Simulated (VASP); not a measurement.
The system is FeNi (Tetrataenite).

```xyz
2
Lattice="2.5330 0.0000 0.0000 0.0000 2.5330 0.0000 0.0000 0.0000 3.5820" Properties=species:S:1:pos:R:3 pbc="T T T"
Fe    0.0000    0.0000    0.0000
Ni    1.2665    1.2665    1.7910
```

Base run:

- Program: VASP 6.6.1
- Functional: PBEsol
- Potentials or basis: VASP PAW PBE potentials, release 64 (Fe, Ni)
- Cutoff: 520 eV
- k mesh: 11 × 11 × 8
- Occupations: gaussian, width 0.1 eV
- Spin: collinear spin, ferromagnetic start
- Starting moments: [3.1, 0.91] μB
- Fixed moment: 3.6 μB

Its results: pressure -9.0 GPa; site moments Fe +2.81; Ni +0.77 μB.

Q: The run is repeated on the same cell with these changes: fixed moment from 3.6 μB to 6 μB; moments at the start from [3.1, 0.91] to [4.18, 1.88]. What comes out?

A: Pressure 28.5 GPa; site moments Fe +3.93; Ni +1.75 μB.

Caveats: the PAW data sets were made with another functional, which shifts forces and pressure a little; the total moment is fixed, so each spin has its own Fermi level.
